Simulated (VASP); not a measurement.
A run of VASP 6.6.1 is set up as follows.

INCAR

```
PREC = Accurate ; ENCUT = 520
EDIFF = 1E-6 ; ISMEAR = 0
SIGMA = 0.1 ; LREAL = False
LASPH = True ; NELM = 100
ALGO = Normal ; ISIF = 2
LWAVE = False ; LCHARG = True
GGA = RE ; LELF = True
LVHAR = True ; NBANDS = 17
```

File KPOINTS:

```
regular mesh
0
Gamma
  6 6 6
```

Contents of POSCAR:

```
LiMgBN2
1.0
   -1.9096560000      1.9096560000      4.4435220000
    1.9096560000     -1.9096560000      4.4435220000
    1.9096560000      1.9096560000     -4.4435220000
Li Mg B N
1 1 1 2
Direct
    0.2500000000      0.7500000000      0.5000000000
    0.7500000000      0.2500000000      0.5000000000
    0.5000000000      0.5000000000      0.0000000000
    0.6512635000      0.6512635000      0.0000000000
    0.3487365000      0.3487365000      0.0000000000
```

Potentials or basis: VASP PAW PBE potentials, release 64 (Li_sv, Mg, B, N).

Launch:

```bash
$ cat potpaw_PBE.64/Li_sv/POTCAR potpaw_PBE.64/Mg/POTCAR potpaw_PBE.64/B/POTCAR potpaw_PBE.64/N/POTCAR > POTCAR
$ mpirun -np 1 vasp_std > vasp.out
```

(1) Predict the largest force.

(2) What does it give for the band gap on the k mesh?

## Answers

(1) 0.131 eV/Å.

(2) 2.77 eV, indirect (least direct gap 3.74 eV).

Caveat: the PAW data sets were made with another functional, which shifts forces and pressure a little.
